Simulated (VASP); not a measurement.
As: single point with PBE

Crystal: As.

```xyz
2
Lattice="1.8682 1.0786 3.4905 -1.8682 1.0786 3.4905 0.0000 -2.1572 3.4905" Properties=species:S:1:pos:R:3 pbc="T T T"
As    0.0000    0.0000    2.3665
As    0.0000    0.0000    8.1049
```

* Program: VASP 6.6.1
* Task: single point
* Functional: PBE
* Potentials or basis: VASP PAW PBE potentials, release 64 (As)
* Cutoff: 520 eV
* k mesh: 9 × 9 × 9
* Occupations: fermi-dirac, width 0.05 eV
* Spin: no spin polarisation
* Dipole correction: no
* Further INCAR settings: ALGO = Normal; EDIFF = 1e-06; NBANDS = 12

```json
{
 "Pressure": "5.8 GPa",
 "Largest force": "0.637 eV/Å",
 "Band gap on the k mesh": "zero (band 5 reaches 5.74 eV, above the bottom of band 6 at 5.63 eV)"
}
```

Forces on the atoms (eV/Å):
```
As   0.000  0.000  0.637
As   0.000  0.000 -0.637
```

Stress tensor (GPa, compression positive):
```
6.30 0.00 0.00
0.00 6.30 0.00
0.00 0.00 4.90
```

Levels at points of the mesh, in eV from the Fermi level:
```
           k point  band 2  band 3  band 4  band 5  band 6  band 7  band 8  band 9
(0.00, 0.00, 0.00)   -5.72   -2.58   -2.13   -2.13    1.55    2.89    2.89    6.83
```

Run time: 11 s on 1 thread of Intel(R) Xeon(R) 6975P-C (Granite Rapids) (shared host), peak memory 0.18 GiB.
